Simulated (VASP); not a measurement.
**Li: single point with PBE**

Li:

```
Li
1.0
     1.48347   -0.85648    4.88279
     0.00000    1.71297    4.88279
    -1.48347   -0.85648    4.88279
Li
2
Cartesian
  0.0000 0.0000 3.6621
  0.0000 0.0000 -3.6621
```

This cell differs from its parent crystal: volume scaled by 0.92.

```yaml
Program: VASP 6.6.1
Task: single point
Functional: PBE
Potentials_or_basis: VASP PAW PBE potentials, release 64 (Li_sv)
Cutoff: 520 eV
k_mesh: 13 × 13 × 13
Occupations: fermi-dirac, width 0.08 eV
Spin: no spin polarisation
Dipole_correction: no
Further_INCAR_settings: ALGO = Normal; EDIFF = 1e-06; NBANDS = 10
```

- Band gap on the k mesh: zero (band 3 reaches 2.50 eV, above the bottom of band 4 at -1.50 eV)

Levels at points of the mesh, in eV from the Fermi level:
| k point | band 1 | band 2 | band 3 | band 4 | band 5 | band 6 | band 7 | band 8 |
| --- | --- | --- | --- | --- | --- | --- | --- | --- |
| (0.00, 0.00, 0.00) | -46.40 | -46.37 | -3.68 | -0.11 | 3.14 | 13.49 | 13.49 | 15.11 |

It took 44 s on 1 thread of Intel(R) Xeon(R) 6975P-C (Granite Rapids), with other jobs on the host, peak memory 0.24 GiB.
